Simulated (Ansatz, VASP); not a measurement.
**One calculation of Ni, two programs**

```
CELL_PARAMETERS angstrom
2.51263 0.00000 0.00000
-1.25631 2.17600 0.00000
0.00000 0.00000 8.22335
ATOMIC_POSITIONS crystal
Ni 0.00000 0.00000 0.00000
Ni 0.00000 0.00000 0.50000
Ni 0.33333 0.66667 0.25000
Ni 0.66667 0.33333 0.75000
```

Alike in both runs: task single point; functional RPBE; k mesh 16 × 16 × 5; occupations fermi-dirac, width 0.05 eV; collinear spin.

|  | VASP | Ansatz |
| --- | --- | --- |
| version | VASP 6.6.1 | Ansatz 0.2.0 |
| potentials or method | VASP PAW PBE potentials, release 64 (Ni), cutoff 520 eV | plane waves (420 eV) with PAW, scalar-relativistic |
| valence electrons in the cell | 40 | 72 |

VASP gave:

```
pressure (GPa)                                                : -0.1
traceless stress, the component that is largest in VASP (GPa) : 0.28
net moment per atom (μB)                                      : 0.63
size of the moment on the site where the two differ most (μB) : 0.64
```

Which values does Ansatz return?

Pressure (GPa): -0.2; traceless stress, the component that is largest in VASP (GPa): 0.21; net moment per atom (μB): 0.64; size of the moment on the site where the two differ most (μB): 0.68.

VASP's potentials were made for PBE, not for RPBE. Site moments also hang on the region over which each program counts them. VASP's potentials hold 40 valence electrons a cell and Ansatz's 72, so a difference there can come from the potentials and not from the codes.
